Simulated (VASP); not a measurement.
# SnO (P2_1/m) in VASP: further runs, part 2 of 2

VASP 6.6.1. Earlier steps stand in the parts before.

## Step 4: Single point, PBE (atoms displaced along a vibrational mode, the cell strained)

Contents of INCAR:

```
SYSTEM = SnO
  PREC = Accurate
  ENCUT = 520
  EDIFF = 1E-6
  ISMEAR = 0
  SIGMA = 0.05
  LREAL = .FALSE.
  LASPH = .TRUE.
  NELM = 60
  ALGO = Normal
  ISIF = 2
  LWAVE = .FALSE.
  LCHARG = .TRUE.
  GGA = PE
  LELF = .TRUE.
  LVHAR = .TRUE.
  NBANDS = 28
```

Contents of KPOINTS:

```
regular mesh
0
G
  10 10 8
  0 0 0
```

Contents of POSCAR:

```
SnO
1.0
    3.9187120690      0.0000000000      0.0000000000
    0.0000000000      3.9187120690      0.0000000000
    0.0000000000      0.0000000000      5.0679375214
Sn O
2 2
Direct
   -0.0646449638      0.5000000000      0.2286909982
    0.5646449638      0.0000000000      0.7713090018
    0.0068811044      0.0000000000      0.0000000000
    0.4931188956      0.5000000000      0.0000000000
```

Run with:

```
> cat potpaw_PBE.64/Sn_d/POTCAR potpaw_PBE.64/O/POTCAR > POTCAR
> mpirun -np 1 vasp_std > vasp.out
```

Run time: 4.8 min. Hardware: 1 thread of AMD EPYC 9R45 (Zen 5), shared host; peak memory 0.48 GiB.

It converged, with:

```
Free energy            : -22.4159 eV
Pressure               : 0.6 GPa
Largest force          : 1.315 eV/Å
Band gap on the k mesh : 0.71 eV (least direct gap 1.81 eV)
```

Forces in eV/Å, atoms in the order of the input:
```
Sn   1.262  0.000  0.370
Sn  -1.262  0.000 -0.370
O    0.087  0.000  0.440
O   -0.087  0.000 -0.440
```

Stress tensor (GPa, compression positive):
```
 1.69  0.00  5.38
 0.00 -1.63  0.00
 5.38  0.00  1.66
```

Levels at points of the mesh, in eV from the valence-band top:
| k point | band 18 | band 19 | band 20 | band 21 | band 22 | band 23 |
| --- | --- | --- | --- | --- | --- | --- |
| (0.00, 0.00, 0.00) | -2.68 | -2.66 | -0.01 | 1.80 | 3.98 | 4.79 |
| (0.50, 0.00, 0.00) | -4.01 | -2.67 | -1.63 | 2.93 | 3.25 | 5.50 |
| (0.00, 0.50, 0.00) | -4.13 | -2.17 | -2.17 | 2.94 | 2.94 | 5.48 |
| (0.50, 0.50, 0.00) | -2.10 | -1.70 | -1.70 | 0.71 | 0.71 | 4.62 |
| (0.00, 0.00, 0.50) | -2.72 | -2.67 | -1.75 | 1.59 | 3.25 | 3.81 |
| (0.50, 0.00, 0.50) | -4.00 | -1.66 | -1.09 | 2.47 | 2.58 | 4.72 |
| (0.00, 0.50, 0.50) | -4.17 | -1.40 | -1.40 | 2.52 | 2.52 | 5.53 |
| (0.50, 0.50, 0.50) | -2.22 | -2.09 | -2.09 | 2.78 | 2.78 | 3.74 |

Caveat: the cell differs from its parent crystal (atoms displaced along a vibrational mode, the cell strained); semilocal functionals underestimate gaps, and a narrow one can read as zero; spin-orbit coupling is left out, which moves the levels of the heavy elements; forces of over 1 eV/Å act on the atoms, so gaps and moduli don't describe the material at rest. A k mesh can miss the band edges.

## Step 5: Single point, PBE (atoms displaced along a vibrational mode, the cell strained)

Contents of INCAR:

```
ALGO     = Normal         # electronic algorithm
EDIFF    = 1E-6           # SCF threshold, eV
ENCUT    = 520            # plane-wave cutoff, eV
GGA      = PE             # functional
ISIF     = 2              # what is computed and relaxed
ISMEAR   = 0              # smearing method
LASPH    = T              # aspherical terms in the spheres
LCHARG   = F              # write CHGCAR
LREAL    = F              # projectors in reciprocal space
LWAVE    = F              # write WAVECAR
NBANDS   = 28             # bands
NELM     = 100            # most SCF steps
PREC     = Accurate       # precision mode
SIGMA    = 0.05           # smearing width, eV
```

Contents of KPOINTS:

```
k-points
0
Gamma
  10 10 8
```

Contents of POSCAR:

```
SnO
1.0
    3.9187120690      0.0000000000      0.0000000000
    0.0000000000      3.9187120690      0.0000000000
    0.0000000000      0.0000000000      5.0679375214
Sn O
2 2
Direct
   -0.0431052619      0.5000000000      0.2286909982
    0.5431052619      0.0000000000      0.7713090018
    0.0045883204      0.0000000000      0.0000000000
    0.4954116796      0.5000000000      0.0000000000
```

Potentials or basis: VASP PAW PBE potentials, release 64 (Sn_d, O).

Run with:

```
> cat potpaw_PBE.64/Sn_d/POTCAR potpaw_PBE.64/O/POTCAR > POTCAR
> mpirun -np 1 vasp_std > vasp.out
```

OUTCAR:

```text
EDIFF = 1E-6
   ENCUT = 520
   GGA = PE
   ISIF = 2
   ISMEAR = 0
   LASPH = T
   LREAL = F
   NELM = 100
   PREC = Accurate

 ion  position               nearest neighbor table
   1  0.957  0.500  0.229-   4 2.15   3 2.28   3 2.28   4 2.41   2 3.44   2 3.44   2 3.75   2 3.75

   2  0.543  0.000  0.771-   3 2.15   4 2.28   4 2.28   3 2.41   1 3.44   1 3.44   1 3.75   1 3.75

   3  0.005  0.000  0.000-   2 2.15   1 2.28   1 2.28   2 2.41
   4  0.495  0.500  0.000-   1 2.15   2 2.28   2 2.28   1 2.41

  LATTYP: Found a simple tetragonal cell.
 ALAT       =     3.9187120690
 C/A-ratio  =     1.2932661120

  Lattice vectors:

 A1 = (   3.9187120690,   0.0000000000,   0.0000000000)
 A2 = (   0.0000000000,   3.9187120690,   0.0000000000)
 A3 = (   0.0000000000,   0.0000000000,   5.0679375214)

Analysis of symmetry for initial positions (statically):
=====================================================================
 Subroutine PRICEL returns:
 Original cell was already a primitive cell.
[... 173 lines left out ...]
  free energy    TOTEN  =       -22.58590171 eV

  energy without entropy =      -22.58590171  energy(sigma->0) =      -22.58590171

 E-fermi :   5.9790     XC(G=0):  -9.6871

 val. band max:        5.7240327885   @ k =   0.0000   0.1000   0.0000
 cond. band min:       6.3900691542   @ k =   0.5000   0.5000   0.0000
 fundamental gap:      0.6660363657
 Fermi energy:         5.9790154890

 k-point     1 :       0.0000    0.0000    0.0000
  band No.  band energies     occupation
      1     -15.8855      2.00000
      2     -15.5743      2.00000
      3     -15.5483      2.00000
      4     -15.5328      2.00000
      5     -15.5030      2.00000
      6     -15.5028      2.00000
[... 733 lines left out ...]
     27      13.3718      0.00000
     28      14.1873      0.00000

 [... further k-points ...]

------------------------ aborting loop because EDIFF is reached ----------------------------------------

  FORCE on cell =-STRESS in cart. coord.  units (eV):
  Direction    XX          YY          ZZ          XY          YZ          ZX
  --------------------------------------------------------------------------------------
  -------------------------------------------------------------------------------------
  Total       -0.2937710     -1.0167458      0.0403963      0.0000000      0.0000000      1.5954974
  in kB       -6.0478573    -20.9317236      0.8316373      0.0000000      0.0000000     32.8464716
  external PRESSURE =      -8.7159812 kB  Pullay stress =       0.0000000 kB

 VOLUME and BASIS-vectors are now :
 -----------------------------------------------------------------------------
  energy-cutoff  :      520.00
  volume of cell :       77.82
      direct lattice vectors                 reciprocal lattice vectors
     3.918712069  0.000000000  0.000000000     0.255185883  0.000000000  0.000000000
     0.000000000  3.918712069  0.000000000     0.000000000  0.255185883  0.000000000
     0.000000000  0.000000000  5.067937521     0.000000000  0.000000000  0.197318928

 POSITION                                       TOTAL-FORCE (eV/Angst)
 -----------------------------------------------------------------------------------
      3.74979      1.95936      1.15899         0.774741      0.000000      0.049007
      2.12827      0.00000      3.90895        -0.774741      0.000000     -0.049007
      0.01798      0.00000      0.00000        -0.022672      0.000000      0.188273
      1.94138      1.95936      0.00000         0.022672      0.000000     -0.188273
 -----------------------------------------------------------------------------------
    total drift:                                0.000000      0.000000      0.000000

  FREE ENERGIE OF THE ION-ELECTRON SYSTEM (eV)
  ---------------------------------------------------
  free  energy   TOTEN  =       -22.5859017089 eV

  energy  without entropy=      -22.5859017089  energy(sigma->0) =      -22.58590171
```

Wall time 4.2 min (1 thread of AMD EPYC 9R45 (Zen 5), shared host); peak memory 0.48 GiB.

Results:

| Item | Value |
| --- | --- |
| Free energy | -22.5859 eV |
| Pressure | -0.9 GPa |
| Largest force | 0.776 eV/Å |
| Band gap on the k mesh | 0.67 eV (least direct gap 1.85 eV) |

Forces in eV/Å, atoms in the order of the input:
```
Sn   0.775  0.000  0.049
Sn  -0.775  0.000 -0.049
O   -0.023  0.000  0.188
O    0.023  0.000 -0.188
```

Levels at points of the mesh, in eV from the valence-band top:
| k point | band 16 | band 17 | band 18 | band 19 | band 20 | band 21 | band 22 | band 23 | band 24 | band 25 |
| --- | --- | --- | --- | --- | --- | --- | --- | --- | --- | --- |
| (0.00, 0.00, 0.00) | -5.42 | -2.96 | -2.69 | -2.68 | -0.01 | 1.84 | 4.07 | 4.85 | 5.07 | 5.54 |
| (0.50, 0.00, 0.00) | -4.37 | -4.28 | -4.08 | -2.50 | -1.80 | 2.99 | 3.19 | 5.64 | 5.64 | 5.69 |
| (0.00, 0.50, 0.00) | -4.42 | -4.17 | -4.17 | -2.16 | -2.16 | 3.02 | 3.02 | 5.54 | 5.54 | 6.12 |
| (0.50, 0.50, 0.00) | -4.47 | -2.09 | -2.09 | -1.66 | -1.66 | 0.67 | 0.67 | 4.65 | 4.65 | 6.80 |
| (0.00, 0.00, 0.50) | -3.32 | -3.01 | -2.72 | -2.70 | -1.72 | 1.64 | 3.31 | 3.62 | 3.75 | 7.04 |
| (0.50, 0.00, 0.50) | -4.64 | -4.32 | -4.07 | -1.57 | -1.19 | 2.49 | 2.58 | 4.98 | 6.02 | 6.14 |
| (0.00, 0.50, 0.50) | -4.78 | -4.19 | -4.19 | -1.39 | -1.39 | 2.53 | 2.53 | 5.52 | 5.52 | 6.43 |
| (0.50, 0.50, 0.50) | -4.84 | -2.23 | -2.23 | -2.08 | -2.08 | 2.75 | 2.75 | 3.77 | 3.77 | 5.53 |

Caveat: the cell differs from its parent crystal (atoms displaced along a vibrational mode, the cell strained); semilocal functionals underestimate gaps, and a narrow one can read as zero; spin-orbit coupling is left out, which moves the levels of the heavy elements.

## Step 6: The runs side by side

```csv
cell,gap on the mesh (eV),pressure (GPa),largest force (eV/Å)
"a = 3.816, b = 3.816, c = 5.068 Å, 4 atoms, atomic positions A",0.47,5.7,1.90
"a = 3.816, b = 3.816, c = 5.068 Å, 4 atoms, atomic positions B",0.42,4.1,1.19
"a = 3.919, b = 3.919, c = 5.068 Å, 4 atoms, atomic positions A",0.71,0.6,1.31
"a = 3.919, b = 3.919, c = 5.068 Å, 4 atoms, atomic positions B",0.67,-0.9,0.78
```

Alike in all rows: task single point; level PBE; potentials or basis VASP PAW PBE potentials, release 64 (Sn_d, O); no spin polarisation; k mesh 10 × 10 × 8; cutoff (eV) 520; smearing gaussian 0.05 eV.

Caveats: semilocal functionals underestimate gaps, and a narrow one can read as zero; spin-orbit coupling is left out, which moves the levels of the heavy elements; forces of over 1 eV/Å act on the atoms, so gaps and moduli don't describe the material at rest (at least some runs); the cell stands under pressure (at least some runs).

Absolute energies hang on the potentials; compare differences alone.
